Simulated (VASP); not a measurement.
Set up this calculation in VASP 6.6.1, as the native input.

| Item | Value |
| --- | --- |
| Task | single point |
| Functional | PBE |
| Potentials or basis | VASP PAW PBE potentials, release 64 (La, O) |
| Cutoff | 520 eV |
| k mesh | 12 × 12 × 12 |
| Occupations | gaussian, width 0.1 eV |
| Spin | no spin polarisation |
| Dipole correction | no |
| Further INCAR settings | ALGO = Normal; EDIFF = 1e-06; NBANDS = 21 |

The structure of La2O lies in POSCAR:

```
La2O
1.0
    0.0000000000      3.1911117170      3.1911117170
    3.1911117170      0.0000000000      3.1911117170
    3.1911117170      3.1911117170      0.0000000000
La O
2 1
Direct
    0.2500000000      0.2500000000      0.2500000000
    0.7500000000      0.7500000000      0.7500000000
    0.0000000000      0.0000000000      0.0000000000
```

One way to write it, as run:

INCAR

```
SYSTEM = La2O
PREC = Accurate
ENCUT = 520
EDIFF = 1E-6
ISMEAR = 0
SIGMA = 0.1
LREAL = .FALSE.
LASPH = .TRUE.
NELM = 80
ALGO = Normal
ISIF = 2
LWAVE = .FALSE.
LCHARG = .FALSE.
GGA = PE
NBANDS = 21
```

KPOINTS

```
Automatic mesh
0
G
  12 12 12
  0 0 0
```

Potentials or basis: VASP PAW PBE potentials, release 64 (La, O).

Command:

```sh
$ cat potpaw_PBE.64/La/POTCAR potpaw_PBE.64/O/POTCAR > POTCAR
$ mpirun -np 1 vasp_std > vasp.out
```

Results of the run:

```
Pressure               : -0.1 GPa
Band gap on the k mesh : zero (band 14 reaches 10.87 eV, above the bottom of band 15 at 8.73 eV)
```

Caveat: spin-orbit coupling is left out, which moves the levels of the heavy elements.

It took 99 s on 1 thread of Intel(R) Xeon(R) Platinum 8488C (Sapphire Rapids) (shared host), peak memory 0.27 GiB.
